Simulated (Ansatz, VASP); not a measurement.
One calculation of Mg2Sn, two programs

```
Mg Sn
1.0
     0.00000    3.40805    3.40805
     3.40805    0.00000    3.40805
     3.40805    3.40805    0.00000
Mg Sn
2 1
Direct
  0.25000 0.25000 0.25000
  0.75000 0.75000 0.75000
  0.00000 0.00000 0.00000
```

Alike in both runs: task single point; functional PBE; dispersion D4; k mesh 10 × 10 × 10; occupations gaussian, width 0.05 eV; no spin polarisation.

```csv
,VASP,Ansatz
version,VASP 6.6.1,Ansatz 0.2.0
potentials or method,"VASP PAW PBE potentials, release 64 (Mg, Sn_d), cutoff 600 eV","scalar-relativistic, plane waves, PAW"
valence electrons in the cell,18,34
```

|  | VASP | Ansatz | Ansatz less VASP |
| --- | --- | --- | --- |
| pressure (GPa) | -1.4 | -1.4 | +0.01 |

VASP's potentials hold 18 valence electrons a cell and Ansatz's 34, so a difference there can come from the potentials and not from the codes.
